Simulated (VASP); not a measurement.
Input of a VASP 6.6.1 run:

INCAR

```
SYSTEM = Ti
PREC = Accurate ; ENCUT = 520
EDIFF = 1E-6 ; ISMEAR = 0
SIGMA = 0.15 ; LREAL = .FALSE.
LASPH = .TRUE. ; NELM = 100
ALGO = Fast ; ISIF = 2
LWAVE = .FALSE. ; LCHARG = .TRUE.
GGA = PS ; LELF = .TRUE.
LVHAR = .TRUE. ; NBANDS = 32
```

Contents of KPOINTS:

```
regular mesh
0
G
  22 22 7
  0 0 0
```

The input POSCAR:

```
Ti
1.0
   -1.6051160627      1.6051160627     -1.6051160627
   -1.6051160627     -1.6051160627      1.6051160627
    0.0000000000      6.5972409461      6.5972409461
Ti
4
Direct
    0.0000000000      0.0000000000      0.8515538943
    0.5000000000      0.5000000000      0.1216505563
    0.0000000000      0.0000000000      0.3649516690
    0.5000000000      0.5000000000      0.6082527817
```

Potentials or basis: VASP PAW PBE potentials, release 64 (Ti_sv).

Command:

```sh
$ cat potpaw_PBE.64/Ti_sv/POTCAR > POTCAR
$ mpirun -np 1 vasp_std > vasp.out
```

**Question.** Predict the pressure.

**Answer.** -3.0 GPa.

**Question.** What does it give for the band gap on the k mesh?

**Answer.** Zero (bands 24 and 25 overlap by 1.26 eV).

**Question.** What does it give for the largest force?

**Answer.** 0.215 eV/Å.

Forces in eV/Å, atoms in the order of the input:
```
Ti   0.000  0.152  0.152
Ti   0.000 -0.152 -0.152
Ti   0.000 -0.115 -0.115
Ti   0.000  0.115  0.115
```

Caveat: the cell differs from its parent crystal (the distance across one plane changed); the cell stands under tension; the PAW data sets were made with another functional, which shifts forces and pressure a little.
